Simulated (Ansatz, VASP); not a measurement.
One calculation of VWC2, two programs

```xyz
4
Lattice="1.5370 0.8874 4.9988 -1.5370 0.8874 4.9988 0.0000 -1.7748 4.9988" Properties=species:S:1:pos:R:3 pbc="T T T"
W     0.0000    0.0000    0.0000
V     0.0000    0.0000    7.4982
C     0.0000    0.0000    3.6965
C     0.0000    0.0000   11.2999
```

Change from the starting cell: volume scaled by 1.04.

Alike in both runs: task single point; functional PBEsol; k mesh 10 × 10 × 10; occupations fermi-dirac, width 0.05 eV; collinear spin.

|  | VASP | Ansatz |
| --- | --- | --- |
| version | VASP 6.6.1 | Ansatz 0.2.0 |
| potentials or method | VASP PAW PBE potentials, release 64 (W_sv, V_sv, C), cutoff 520 eV | all-electron LAPW, scalar-relativistic |

VASP gave:

| Quantity | Value |
| --- | --- |
| gap on the k mesh at the Fermi level (eV) | none |
| pressure (GPa) | -21.4 |
| traceless stress, the component that is largest in VASP (GPa) | -0.05 |
| rms of the force components (eV/Å) | 0.106 |
| net moment per atom (μB) | 0.00 |

Problem. Which values does Ansatz return?

Solution. gap on the k mesh at the Fermi level (eV): none; pressure (GPa): -22.0; traceless stress, the component that is largest in VASP (GPa): -0.04; rms of the force components (eV/Å): 0.112; net moment per atom (μB): 0.00.

VASP's potentials were made for PBE, not for PBEsol. Atom by atom the forces differ by 0.006 eV/Å (rms over components). A gap of «none» marks a metal or a gap that the smearing closes. Ansatz ran all-electron here, and VASP with PAW potentials.

Spin-orbit coupling is off throughout.
